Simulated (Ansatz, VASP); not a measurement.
**BN: VASP beside Ansatz**

```xyz
2
Lattice="0.0000 1.8029 1.8029 1.8029 0.0000 1.8029 1.8029 1.8029 0.0000" Properties=species:S:1:pos:R:3 pbc="T T T"
B     0.0000    0.0000    0.0000
N     0.9015    0.9015    0.9015
```

Alike in both runs: functional PBEsol; k mesh 8 × 8 × 8; no spin polarisation.

Ansatz relaxed the structure, and its values are those at the end. VASP's run is a single point on that final structure, the one shown.

|  | VASP | Ansatz |
| --- | --- | --- |
| version | VASP 6.6.1 | Ansatz 0.2.0 |
| potentials or method | VASP PAW PBE potentials, release 64 (B, N), cutoff 600 eV | plane waves, PAW |
| occupations | methfessel-paxton of order 1, width 0.01 eV | cold, width 0.01 eV |
| valence electrons in the cell | 8 | 8 |

```csv
,VASP,Ansatz,Ansatz less VASP
pressure (GPa),0.3,0.0,-0.28
```

VASP's potentials were made for PBE, not for PBEsol.
